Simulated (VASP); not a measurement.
Input of a VASP 6.6.1 run:

INCAR

```
SYSTEM = Ge
  PREC = Accurate
  ENCUT = 520
  EDIFF = 1E-7
  ISMEAR = -1
  SIGMA = 0.1
  LREAL = .False.
  LASPH = .True.
  NELM = 80
  ALGO = Normal
  ISIF = 2
  LWAVE = .False.
  LCHARG = .False.
  GGA = PE
  NBANDS = 21
```

The input KPOINTS:

```
Automatic mesh
0
Gamma
  14 14 8
  0 0 0
```

Contents of POSCAR:

```
Ge
1.0
    2.7598948783      0.0000000000      0.0000000000
   -1.3799474392      2.3901390764      0.0000000000
    0.0000000000      0.0000000000      4.6972790817
Ge
2
Direct
    0.3333333333      0.6666666667      0.2500000000
    0.6666666667      0.3333333333      0.7500000000
```

Potentials or basis: VASP PAW PBE potentials, release 64 (Ge_d).

The run is started by

```bash
$ cat potpaw_PBE.64/Ge_d/POTCAR > POTCAR
$ mpirun -np 1 vasp_std > vasp.out
```

Problem. Predict the band gap on the k mesh.

Solution. Zero (bands 14 and 15 overlap by 12.17 eV).

Problem. What does it give for the pressure?

Solution. 23.7 GPa.

Caveat: the cell stands under pressure.
